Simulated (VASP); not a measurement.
# AlN (Cmc2_1) in VASP: a series of runs

Runs on AlN. Level: r2SCAN. Tasks: single point.

Program: VASP 6.6.1. These are calculated values, not measurements. Logs are shortened: lines on timing, memory, paths and dates and some standing lists are left out, and cuts for length are marked.

## Step 1: The cell of the first run

The structure is orthorhombic, space group Cmc2_1 (No. 36). Conventional cell: a = 3.235 Å, b = 5.109 Å, c = 5.211 Å, α = 90.00°, β = 90.00°, γ = 90.00°. Within 2.4 Å of Al (site symmetry m) lie 4 N at 1.81 to 1.99 Å. Within 2.4 Å of N (site symmetry m) lie 4 Al at 1.81 to 1.99 Å.

## Step 2: Single point, r2SCAN

The input, POSCAR:

```
AlN
1.0
    3.2352006002      0.0000000000      0.0000000000
    0.0000000000      5.2114160379      0.0000000000
    1.6176003001      0.0000000000      2.5547108032
Al N
2 2
Direct
    0.3333333333     -0.0016929022      0.3333333333
    0.6666666667      0.4983070978      0.6666666667
    0.3333333333      0.6166929022      0.3333333333
    0.6666666667      0.1166929022      0.6666666667
```

The input, INCAR.step1:

```
SYSTEM = AlN
PREC = Accurate ; ENCUT = 660
ISMEAR = 0 ; SIGMA = 0.02
LREAL = .False. ; LASPH = .True.
NELM = 120 ; NBANDS = 16
ISYM = 0 ; GGA = PE
ALGO = Normal ; EDIFF = 1E-5
LWAVE = .True. ; LCHARG = .False.
GGA_COMPAT = .False.
```

The input, INCAR.step2:

```
SYSTEM = AlN
PREC = Accurate ; ENCUT = 660
EDIFF = 1E-6 ; ISMEAR = 0
SIGMA = 0.02 ; LREAL = .False.
LASPH = .True. ; NELM = 120
ALGO = Normal ; ISIF = 2
LWAVE = .False. ; LCHARG = .False.
METAGGA = R2SCAN ; LMIXTAU = .True.
NBANDS = 16 ; ISYM = 0
ISTART = 1 ; GGA_COMPAT = .False.
```

The input, KPOINTS:

```
Automatic mesh
0
Gamma
  8 5 10
  0 0 0
```

Potentials or basis: VASP PAW PBE potentials, release 64 (Al, N).

Started as:

```
cat potpaw_PBE.64/Al/POTCAR potpaw_PBE.64/N/POTCAR > POTCAR
cp INCAR.step1 INCAR
mpirun -np 1 vasp_std > vasp.out
cp INCAR.step2 INCAR
mpirun -np 1 vasp_std > vasp.out
```

OUTCAR:

```text
SYSTEM = AlN
   PREC = Accurate
   ENCUT = 660
   EDIFF = 1E-6
   ISMEAR = 0
   LREAL = .False.
   LASPH = .True.
   NELM = 120
   ISIF = 2
   METAGGA = R2SCAN
   ISYM = 0
   ISTART = 1

 ion  position               nearest neighbor table
   1  0.333  0.998  0.333-   4 1.81   4 1.93   4 1.93   3 1.99   2 3.11   2 3.11   2 3.18   2 3.18
                             2 3.18   2 3.18
   2  0.667  0.498  0.667-   3 1.81   3 1.93   3 1.93   4 1.99   1 3.11   1 3.11   1 3.18   1 3.18
                             1 3.18   1 3.18
   3  0.333  0.617  0.333-   2 1.81   2 1.93   2 1.93   1 1.99
   4  0.667  0.117  0.667-   1 1.81   1 1.93   1 1.93   2 1.99

IMPORTANT INFORMATION: All symmetrisations will be switched off!
NOSYMM: (Re-)initialisation of all symmetry stuff for point group C_1.

----------------------------------------------------------------------------------------

                                     Primitive cell

  volume of cell :      43.0724

  direct lattice vectors                    reciprocal lattice vectors
     3.235200600  0.000000000  0.000000000     0.309099844  0.000000000 -0.195716869
     0.000000000  5.211416038  0.000000000     0.000000000  0.191886426  0.000000000
     1.617600300  0.000000000  2.554710803     0.000000000  0.000000000  0.391433738

  length of vectors
     3.235200600  5.211416038  3.023768843     0.365852165  0.191886426  0.391433738

  position of ions in fractional coordinates (direct lattice)
     0.333333333  0.998307098  0.333333333
     0.666666667  0.498307098  0.666666667
     0.333333333  0.616692902  0.333333333
     0.666666667  0.116692902  0.666666667

  ion indices of the primitive-cell ions
   primitive index   ion index
                 1           1
                 2           2
                 3           3
                 4           4

----------------------------------------------------------------------------------------

 KPOINTS: Automatic mesh

Automatic generation of k-mesh.
 Grid dimensions read from file:
 generate k-points for:    8    5   10

 Generating k-lattice:

  Cartesian coordinates                     Fractional coordinates (reciprocal lattice)
     0.038637480  0.000000000 -0.024464609     0.125000000  0.000000000  0.000000000
     0.000000000  0.038377285  0.000000000     0.000000000  0.200000000  0.000000000
     0.000000000  0.000000000  0.039143374     0.000000000  0.000000000  0.100000000

  Length of vectors
     0.045731521  0.038377285  0.039143374

  Shift w.r.t. Gamma in fractional coordinates (k-lattice)
     0.000000000  0.000000000  0.000000000

 -----------------------------------------------------------------------------
|                                                                             |
|           W    W    AA    RRRRR   N    N  II  N    N   GGGG   !!!           |
|           W    W   A  A   R    R  NN   N  II  NN   N  G    G  !!!           |
|           W    W  A    A  R    R  N N  N  II  N N  N  G       !!!           |
|           W WW W  AAAAAA  RRRRR   N  N N  II  N  N N  G  GGG   !            |
|           WW  WW  A    A  R   R   N   NN  II  N   NN  G    G                |
|           W    W  A    A  R    R  N    N  II  N    N   GGGG   !!!           |
|                                                                             |
|     Your reciprocal lattice and k-lattice belong to different lattice       |
|     classes:                                                                |
|                                                                             |
|        The reciprocal lattice is base centered orthorhombic,                |
|        whereas your k-lattice is simple monoclinic.                         |
|                                                                             |
|     Results are often still useful ...                                      |
|                                                                             |
 -----------------------------------------------------------------------------

 WARNING: IBZKPT: internal override: KBLOWUP is changed to .FALSE.
      ... skipping the blow-up phase ...

 Subroutine IBZKPT returns following result:
 ===========================================

 Found    202 irreducible k-points:

 Following reciprocal coordinates:
            Coordinates               Weight
  0.000000  0.000000  0.000000      1.000000
  0.125000  0.000000 -0.000000      2.000000
  0.250000  0.000000 -0.000000      2.000000
  0.375000  0.000000 -0.000000      2.000000
  0.500000  0.000000 -0.000000      1.000000
  0.000000  0.200000  0.000000      2.000000
[... 16 lines left out ...]
  0.125000  0.000000  0.100000      2.000000
  0.250000  0.000000  0.100000      2.000000
 [... further k-points ...]
   k-points           NKPTS =    202   k-points in BZ     NKDIM =    202   number of bands    NBANDS=     16
   number of dos      NEDOS =    301   number of ions     NIONS =      4
   total plane-waves  NPLWV =  37632
   dimension x,y,z NGX =    28 NGY =   48 NGZ =   28
   dimension x,y,z NGXF=    56 NGYF=   96 NGZF=   56
   ions per type =               2   2
   NGX,Y,Z   is equivalent  to a cutoff of  14.39, 15.31, 15.39 a.u.
   NGXF,Y,Z  is equivalent  to a cutoff of  28.78, 30.62, 30.79 a.u.
 SYSTEM =  AlN
   PREC   = accura    normal or accurate (medium, high low for compatibility)
   ISTART =      1    job   : 0-new  1-cont  2-samecut
   ICHARG =      0    charge: 1-file 2-atom 10-const
   ISPIN  =      1    spin polarized calculation?
   LNONCOLLINEAR =      F non collinear calculations
   LSORBIT =      F    spin-orbit coupling
   LASPH  =      T    aspherical Exc in radial PAW
   ENCUT  =  660.0 eV  48.51 Ry    6.96 a.u.   6.78 10.92  6.33*2*pi/ulx,y,z
   NELM   =    120;   NELMIN=  2; NELMDL=  0     # of ELM steps
   EDIFF  = 0.1E-05   stopping-criterion for ELM
   LREAL  =      F    real-space projection
   EDIFFG = 0.1E-04   stopping-criterion for IOM
   NSW    =      0    number of steps for IOM
   IBRION =     -1    ionic relax: 0-MD 1-quasi-New 2-CG
   NFREE  =      0    steps in history (QN), initial steepest desc. (CG)
   ISIF   =      2    stress and relaxation
   ISYM   =      0    0-nonsym 1-usesym 2-fastsym
   POTIM  = 0.5000    time-step for ionic-motion
   TEBEG  =    0.0;   TEEND  =   0.0 temperature during run
   PSTRESS=    0.0 pullay stress
   NELECT =      16.0000    total number of electrons
   NUPDOWN=      -1.0000    fix difference up-down
   EMIN   =  10.00;   EMAX   =-10.00  energy-range for DOS
   EFERMI =   0.00;   METHOD = LEGACY
   ISMEAR =     0;   SIGMA  =   0.02  broadening in eV -4-tet -1-fermi 0-gaus
   EFERMI_NEDOS =   21; number of points for ismear=-14 and -15
   IALGO  =     38    algorithm
   IMIX   =      4    mixing-type and parameters
     AMIX     =   0.40;   BMIX     =  1.00
     AMIX_MAG =   1.60;   BMIX_MAG =  1.00
  volume/ion in A,a.u.               =      10.77        72.67
  Fermi-wavevector in a.u.,A,eV,Ry     =   1.176834  2.223894 18.843233  1.384939
  Thomas-Fermi vector in A             =   2.313191
   LORBIT       =      0    0 simple, 1 ext, 2 COOP (PROOUT), +10 PAW based schemes
   METAGGA = R2SCAN    functional components
   LHFCALC =     F    Hartree Fock is set to
   AEXX    =    0.0000 exact exchange contribution
   IVDW    =     0    specifies the selected vdW correction
   LEPSILON=     F    determine dielectric tensor
   LRPA    =     F    only Hartree local field effects (RPA)
 non-spin polarized calculation
 Gauss-broadening in eV      SIGMA  =   0.02
  energy-cutoff  :      660.00
  volume of cell :       43.07
 maximum number of plane-waves:      1681
   NGX = 13   NGY = 21   NGZ = 13

 number of electron      16.0000000 magnetization

 Free energy of the ion-electron system (eV)
  ---------------------------------------------------
  ext. energy  EPLUGINS =         0.00000000
  ---------------------------------------------------
  free energy    TOTEN  =       -38.12484342 eV

  energy without entropy =      -38.12484342  energy(sigma->0) =      -38.12484342

 E-fermi :   5.8374     XC(G=0): -11.2599

 val. band max:        5.6580874938   @ k =   0.0000   0.0000   0.0000
 cond. band min:      10.0159436736   @ k =   0.0000   0.0000   0.0000
 fundamental gap:      4.3578561798
 Fermi energy:         5.8373915541

 k-point     1 :       0.0000    0.0000    0.0000
  band No.  band energies     occupation
      1     -10.1854      2.00000
      2      -8.3789      2.00000
      3      -0.4477      2.00000
      4       4.7204      2.00000
      5       5.1190      2.00000
      6       5.2575      2.00000
[... 8 lines left out ...]
     15      19.1840      0.00000
     16      20.4825      0.00000

 k-point     2 :       0.1250    0.0000   -0.0000
  band No.  band energies     occupation
      1      -9.9958      2.00000
      2      -8.2623      2.00000
      3      -0.2121      2.00000
      4       3.8816      2.00000
      5       4.4782      2.00000
      6       4.9147      2.00000
[... 8 lines left out ...]
     15      18.9202      0.00000
     16      19.5949      0.00000

 k-point     3 :       0.2500    0.0000   -0.0000
  band No.  band energies     occupation
      1      -9.4722      2.00000
      2      -7.9794      2.00000
      3       0.4609      2.00000
      4       2.0971      2.00000
      5       3.0546      2.00000
      6       4.4710      2.00000
[... 8 lines left out ...]
     15      19.0683      0.00000
     16      20.0847      0.00000
[... 362 lines left out ...]
 k-point    23 :       0.1250    0.0000    0.1000
  band No.  band energies     occupation
      1     -10.0308      2.00000
      2      -8.2842      2.00000
      3      -0.2553      2.00000
      4       4.0450      2.00000
      5       4.4749      2.00000
      6       5.0304      2.00000
[... 8 lines left out ...]
     15      19.0417      0.00000
     16      19.5408      0.00000

 k-point    24 :       0.2500    0.0000    0.1000
  band No.  band energies     occupation
      1      -9.6590      2.00000
      2      -8.0761      2.00000
      3       0.2196      2.00000
      4       2.9249      2.00000
      5       3.2269      2.00000
      6       4.6003      2.00000
[... 8 lines left out ...]
     15      19.4957      0.00000
     16      19.8783      0.00000

 [... further k-points ...]

------------------------ aborting loop because EDIFF is reached ----------------------------------------

  FORCE on cell =-STRESS in cart. coord.  units (eV):
  Direction    XX          YY          ZZ          XY          YZ          ZX
  --------------------------------------------------------------------------------------
  -------------------------------------------------------------------------------------
  Total       -4.0741952     -4.9633012      4.9716594      0.0000001      0.0000000      0.0000406
  in kB     -151.5492215   -184.6216009    184.9325028      0.0000022      0.0000002      0.0015107
  external PRESSURE =     -50.4127732 kB  Pullay stress =       0.0000000 kB

 VOLUME and BASIS-vectors are now :
 -----------------------------------------------------------------------------
  energy-cutoff  :      660.00
  volume of cell :       43.07
      direct lattice vectors                 reciprocal lattice vectors
     3.235200600  0.000000000  0.000000000     0.309099844  0.000000000 -0.195716869
     0.000000000  5.211416038  0.000000000     0.000000000  0.191886426  0.000000000
     1.617600300  0.000000000  2.554710803     0.000000000  0.000000000  0.391433738

 POSITION                                       TOTAL-FORCE (eV/Angst)
 -----------------------------------------------------------------------------------
      1.61760      5.20259      0.85157        -0.000002     -0.503763      0.980844
      3.23520      2.59689      1.70314         0.000002     -0.503763     -0.980844
      1.61760      3.21384      0.85157        -0.000003      0.503763      1.118132
      3.23520      0.60814      1.70314         0.000003      0.503763     -1.118132
 -----------------------------------------------------------------------------------
    total drift:                               -0.000000     -0.016302     -0.000001

  FREE ENERGIE OF THE ION-ELECTRON SYSTEM (eV)
  ---------------------------------------------------
  free  energy   TOTEN  =       -38.1248434232 eV

  energy  without entropy=      -38.1248434232  energy(sigma->0) =      -38.12484342
```

Run time: 16 min. Hardware: 1 thread of Oxide Virtual Turin-like, shared host; peak memory 0.27 GiB.

What came out:

```yaml
Free_energy: -38.1248 eV
Pressure: -5.0 GPa
Largest_force: 1.226 eV/Å
Band_gap_on_the_k_mesh: 4.36 eV
```

Forces in eV/Å, atoms in the order of the input:
```
Al   0.000 -0.504  0.981
Al   0.000 -0.504 -0.981
N    0.000  0.504  1.118
N    0.000  0.504 -1.118
```

Levels at points of the mesh, in eV from the valence-band top:
```csv
k point,band 4,band 5,band 6,band 7,band 8,band 9,band 10,band 11,band 12,band 13
"(0.00, 0.00, 0.00)",-0.94,-0.54,-0.40,-0.22,0.00,4.36,7.43,10.88,11.43,12.53
"(0.50, 0.00, 0.00)",-4.41,-3.50,-1.85,-1.53,-0.53,5.97,7.12,8.82,10.65,12.17
"(0.00, 0.00, 0.50)",-4.29,-2.98,-2.56,-1.77,-1.24,5.74,5.91,8.24,10.42,10.86
"(0.50, 0.00, 0.50)",-4.41,-3.50,-1.85,-1.53,-0.53,5.97,7.12,8.82,10.65,12.17
```

Caveat: the stress differs along the axes, from -18 to 18 GPa; the PAW data sets were made with another functional, which shifts forces and pressure a little.

## Step 3: Single point, r2SCAN

This run uses another cell than the first one, of 11.07 Å³/atom.

The input, POSCAR:

```
AlN
1.0
    3.2352006002      0.0000000000     -0.0000000205
    0.0000000000      5.2114160379      0.0000000000
    1.6176002839      0.0000000000      2.6271855654
Al N
2 2
Direct
    0.3317242499     -0.0042511841      0.3365514756
    0.6682757501      0.4957488159      0.6634485244
    0.3274884350      0.6192511841      0.3450231056
    0.6725115650      0.1192511841      0.6549768944
```

INCAR.step1 is that of step 2.

INCAR.step2: that of step 2 with these lines changed.

```diff
@@ -6,4 +6,5 @@
 ALGO = Normal ; ISIF = 2
-LWAVE = .False. ; LCHARG = .False.
+LWAVE = .False. ; LCHARG = .True.
 METAGGA = R2SCAN ; LMIXTAU = .True.
+LELF = .True. ; LVHAR = .True.
 NBANDS = 16 ; ISYM = 0
```

The input, KPOINTS:

```
regular mesh
0
Gamma
  8 5 10
  0 0 0
```

Potentials or basis: VASP PAW PBE potentials, release 64 (Al, N).

Started as:

```
cat potpaw_PBE.64/Al/POTCAR potpaw_PBE.64/N/POTCAR > POTCAR
cp INCAR.step1 INCAR
mpirun -np 1 vasp_std > vasp.out
cp INCAR.step2 INCAR
mpirun -np 1 vasp_std > vasp.out
```

Run time: 20 min. Hardware: 1 thread of Oxide Virtual Turin-like, shared host; peak memory 0.27 GiB.

It converged, with:

* Free energy: -38.2419 eV
* Pressure: -11.8 GPa
* Largest force: 0.004 eV/Å
* Band gap on the k mesh: 4.16 eV

Forces on the atoms (eV/Å):
```
Al   0.000 -0.002 -0.001
Al   0.000 -0.002  0.001
N    0.000  0.002  0.003
N    0.000  0.002 -0.003
```

Stress tensor (GPa, compression positive):
```
-16.20   0.00   0.00
  0.00 -19.01   0.00
  0.00   0.00  -0.23
```

Levels at points of the mesh, in eV from the valence-band top:
```
           k point  band 6  band 7  band 8  band 9  band 10  band 11
(0.00, 0.00, 0.00)   -0.37   -0.28    0.00    4.16     7.11    10.72
(0.50, 0.00, 0.00)   -1.91   -1.68   -0.55    6.06     6.70     8.57
(0.00, 0.00, 0.50)   -2.43   -1.67   -1.12    5.69     5.86     8.00
(0.50, 0.00, 0.50)   -1.91   -1.68   -0.55    6.06     6.70     8.57
```

Caveat: the stress differs along the axes, from -19 to -0 GPa; the PAW data sets were made with another functional, which shifts forces and pressure a little.
